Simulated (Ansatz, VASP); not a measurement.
# SnO in VASP and in Ansatz

Contents of INCAR:

```
  PREC = Accurate
  ENCUT = 520
  EDIFF = 1E-6
  ISMEAR = 0
  SIGMA = 0.02
  LREAL = False
  LASPH = True
  NELM = 80
  ALGO = Normal
  ISIF = 2
  LWAVE = False
  LCHARG = False
  GGA = PS
  IVDW = 12
  NBANDS = 28
```

File KPOINTS:

```
Automatic mesh
0
Gamma
  8 6 8
```

The input POSCAR:

```
SnO
1.0
    3.2998498155      0.0000000000      0.0000000000
    0.0000000000      5.5976080479      0.0000000000
    0.0000000000      0.0000000000      3.6297435972
Sn O
2 2
Direct
    0.0000000000      0.2426998134      0.5421031601
    0.5000000000      0.7573001866      0.0421031601
    0.0000000000      0.8768136142      0.7078978399
    0.5000000000      0.1231863858      0.2078978399
```

Input for Ansatz:

```yaml
crystal:
  lattice:
    - [3.2998498155, 0.0, 0.0]
    - [0.0, 5.5976080479, 0.0]
    - [0.0, 0.0, 3.6297435972]
  atoms:
    - { symbol: Sn, position: [0.0, 0.2426998134, 0.5421031601] }
    - { symbol: Sn, position: [0.5, 0.7573001866, 0.0421031601] }
    - { symbol: O, position: [0.0, 0.8768136142, 0.7078978399] }
    - { symbol: O, position: [0.5, 0.1231863858, 0.2078978399] }
basis:
  ecutwfc: 420
kpoints:
  mp_grid: { grid: [8, 6, 8] }
  band_path:
    path:
      - [[0.0, 0.0, 0.0], [0.5, 0.0, 0.0], [0.5, 0.5, 0.0], [0.0, 0.5, 0.0], [0.0, 0.0, 0.0], [0.0, 0.0, 0.5], [0.5, 0.0, 0.5], [0.5, 0.5, 0.5], [0.0, 0.5, 0.5], [0.0, 0.0, 0.5]]
      - [[0.5, 0.0, 0.0], [0.5, 0.0, 0.5]]
      - [[0.0, 0.5, 0.0], [0.0, 0.5, 0.5]]
      - [[0.5, 0.5, 0.0], [0.5, 0.5, 0.5]]
    npoints: 14
hamiltonian:
  xc: pbesol
  dispersion: d3bj
scf:
  occupations: { method: gaussian, width: 0.02 }
  n_extra_bands: 10
output:
  forces: true
  stress: true
  eigenvalues: true
  populations: true
  dos: { projected: true, de: 0.02, nscf_kmesh: { grid: [12, 9, 12] } }
  bader: true
  write_density: true
  write_potential: true
  elf: true
  volumetric_format: npy
```

Alike in both runs: task single point; functional PBEsol; dispersion D3(BJ); k mesh 8 × 6 × 8; occupations gaussian, width 0.02 eV; no spin polarisation.

|  | VASP | Ansatz |
| --- | --- | --- |
| version | VASP 6.6.1 | Ansatz 0.2.0 |
| potentials or method | VASP PAW PBE potentials, release 64 (Sn_d, O), cutoff 520 eV | scalar-relativistic, plane waves, PAW |
| valence electrons in the cell | 40 | 40 |

Ansatz gave:

```
gap on the k mesh at the Fermi level (eV)                     : 1.00
least direct gap on the mesh (eV)                             : 1.64
pressure (GPa)                                                : 0.0
traceless stress, the component that is largest in VASP (GPa) : -0.03
rms of the force components (eV/Å)                            : 0.001
```

Problem. What did VASP give for the same quantities?

Solution. gap on the k mesh at the Fermi level (eV): 0.99; least direct gap on the mesh (eV): 1.62; pressure (GPa): 0.3; traceless stress, the component that is largest in VASP (GPa): -0.14; rms of the force components (eV/Å): 0.039.

VASP's potentials were made for PBE, not for PBEsol. Atom by atom the forces differ by 0.037 eV/Å (rms over components).
